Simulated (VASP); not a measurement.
RuPb2: single point with RPBE

The system is RuPb2.

```xyz
6
Lattice="6.0977 0.0000 0.0000 0.0000 6.8636 0.0000 0.0000 0.0000 3.2955" Properties=species:S:1:pos:R:3 pbc="T T T"
Ru    0.0000    0.0000    0.0000
Ru    3.0489    3.4318    1.6478
Pb    1.1269    2.4681    0.0000
Pb    4.9709    4.3954    0.0000
Pb    4.1757    0.9636    1.6478
Pb    1.9220    5.8999    1.6478
```

| Item | Value |
| --- | --- |
| Program | VASP 6.6.1 |
| Task | single point |
| Functional | RPBE |
| Potentials or basis | VASP PAW PBE potentials, release 64 (Ru_pv, Pb_d) |
| Cutoff | 520 eV |
| k mesh | 3 × 3 × 6 |
| Occupations | fermi-dirac, width 0.1 eV |
| Spin | no spin polarisation |
| Dipole correction | no |
| Further INCAR settings | ALGO = Fast; EDIFF = 1e-06; NBANDS = 51 |

```json
{"Pressure": "10.0 GPa", "Largest force": "0.810 eV/Å", "Band gap on the k mesh": "zero (bands 42 and 43 overlap by 0.21 eV)"}
```

Forces on the atoms (eV/Å):
```
Ru   0.000  0.000  0.000
Ru   0.000  0.000  0.000
Pb   0.518 -0.623  0.000
Pb  -0.518  0.623  0.000
Pb   0.518  0.623  0.000
Pb  -0.518 -0.623  0.000
```

Stress tensor (GPa, compression positive):
```
13.18  0.00  0.00
 0.00  9.56  0.00
 0.00  0.00  7.11
```

Levels at points of the mesh, in eV from the Fermi level:
```csv
k point,band 40,band 41,band 42,band 43,band 44,band 45
"(0.00, 0.00, 0.00)",-0.94,-0.34,-0.28,-0.08,0.05,2.14
"(0.00, 0.00, 0.50)",-1.40,-0.21,-0.21,0.24,0.24,1.17
```

Run time: 97 s on 1 thread of AMD EPYC 9R45 96-Core Processor (Zen 5), with other jobs on the host, peak memory 0.27 GiB.

Caveat: the cell stands under pressure; the PAW data sets were made with another functional, which shifts forces and pressure a little; spin-orbit coupling is left out, which moves the levels of the heavy elements.
